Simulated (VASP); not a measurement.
A run of VASP 6.6.1 is set up as follows.

Contents of INCAR:

```
SYSTEM = Y
ALGO = Fast
EDIFF = 1E-6
ENCUT = 520
GGA = PE
ISIF = 2
ISMEAR = 0
LASPH = .True.
LCHARG = .True.
LELF = .True.
LREAL = .False.
LVHAR = .True.
LWAVE = .False.
NBANDS = 54
NELM = 80
PREC = Accurate
SIGMA = 0.2
```

File KPOINTS:

```
k-points
0
Gamma
  4 4 4
  0 0 0
```

File POSCAR:

```
Y
1.0
   -3.5791595642      6.2026695728      0.0013373588
   -7.1627894274     -0.0024183523      0.0046529071
   -3.5845390267      2.0658128336      5.8512987966
Y
8
Direct
    0.7500681368      0.7495213364      0.7501668524
    0.2498916680      0.7504794874      0.2500373361
    0.7501480847      0.7501073783      0.2500632722
    0.2501066453      0.7498034848      0.7500158052
    0.7500380344      0.2499767296      0.2501158322
    0.2500616486      0.2497687228      0.7499093896
    0.7497537916      0.2497789111      0.7501072584
    0.2499319906      0.2505639497      0.2495842539
```

Potentials or basis: VASP PAW PBE potentials, release 64 (Y_sv).

Command:

```console
$ cat potpaw_PBE.64/Y_sv/POTCAR > POTCAR
$ mpirun -np 1 vasp_std > vasp.out
```

Question: Predict the pressure.

Answer: -0.2 GPa.

Question: Predict the largest force.

Answer: 0.009 eV/Å.

Question: Predict the band gap on the k mesh.

Answer: Zero (bands 44 and 45 overlap by 0.91 eV).

Forces in eV/Å, atoms in the order of the input:
```
Y   -0.005 -0.001  0.000
Y    0.007  0.004 -0.001
Y    0.001 -0.004  0.001
Y   -0.003 -0.003 -0.003
Y    0.000 -0.003 -0.001
Y   -0.003 -0.002  0.000
Y   -0.001  0.006 -0.004
Y    0.003  0.003  0.008
```
